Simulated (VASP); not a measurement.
# Mg2I: single point with PBE

Mg2I:

```xyz
3
Lattice="6.2220 0.0000 0.0000 0.0000 6.2220 0.0000 0.0000 0.0000 3.5919" Properties=species:S:1:pos:R:3 pbc="T T T"
Mg    0.0000    3.1110    0.0000
Mg    3.1110    0.0000    0.0000
I     3.1110    3.1110    0.0000
```

- Program: VASP 6.6.1
- Task: single point
- Functional: PBE
- Potentials or basis: VASP PAW PBE potentials, release 64 (Mg, I)
- Cutoff: 520 eV
- k mesh: 8 × 8 × 12
- Occupations: gaussian, width 0.1 eV
- Spin: no spin polarisation
- Dipole correction: no
- Further INCAR settings: ALGO = Normal; EDIFF = 1e-06; NBANDS = 12

- Pressure: 0.0 GPa

Levels at points of the mesh, in eV from the Fermi level:
| k point | band 3 | band 4 | band 5 | band 6 | band 7 | band 8 | band 9 | band 10 |
| --- | --- | --- | --- | --- | --- | --- | --- | --- |
| (0.00, 0.00, 0.00) | -4.24 | -2.84 | -1.72 | -0.77 | 2.17 | 2.17 | 3.66 | 3.88 |
| (0.50, 0.00, 0.00) | -4.20 | -2.20 | -0.76 | -0.40 | 1.21 | 1.54 | 2.48 | 5.72 |
| (0.50, 0.50, 0.00) | -4.91 | -0.75 | -0.60 | -0.06 | -0.06 | 2.08 | 2.98 | 4.61 |
| (0.00, 0.00, 0.50) | -3.46 | -3.46 | -0.37 | 0.69 | 0.80 | 1.42 | 3.19 | 3.19 |
| (0.50, 0.00, 0.50) | -3.88 | -3.44 | 0.16 | 0.30 | 1.14 | 1.74 | 3.13 | 3.57 |
| (0.50, 0.50, 0.50) | -3.84 | -3.84 | 0.35 | 0.35 | 1.51 | 2.27 | 2.27 | 3.11 |

Run time: 110 s on 1 thread of Intel Xeon 6975P-C, on a shared host, peak memory 0.37 GiB.

Caveat: spin-orbit coupling is left out, which moves the levels of the heavy elements; an odd number of electrons without spin polarisation forces a metal; a magnetic or distorted state may lie lower.
